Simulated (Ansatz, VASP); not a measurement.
# SiC: VASP beside Ansatz

```
Si C
1.0
     0.00000    2.13893    2.24588
     2.13893    0.00000    2.24588
     2.13893    2.13893    0.00000
Si C
1 1
Direct
  0.00000 0.00000 0.00000
  0.75000 0.75000 0.75000
```

Alike in both runs: task single point; functional PBEsol; k mesh 12 × 12 × 12; occupations gaussian, width 0.05 eV; no spin polarisation.

|  | VASP | Ansatz |
| --- | --- | --- |
| version | VASP 6.6.1 | Ansatz 0.2.0 |
| potentials or method | VASP PAW PBE potentials, release 64 (Si, C), cutoff 520 eV | scalar-relativistic, plane waves, PAW |
| valence electrons in the cell | 8 | 8 |

```csv
,VASP,Ansatz,Ansatz less VASP
gap on the k mesh at the Fermi level (eV),0.97,0.98,+0.010
least direct gap on the mesh (eV),4.40,4.41,+0.010
pressure (GPa),1.6,1.2,-0.36
"traceless stress, the component that is largest in VASP (GPa)",-9.11,-9.11,-0.001
```

VASP's potentials were made for PBE, not for PBEsol.
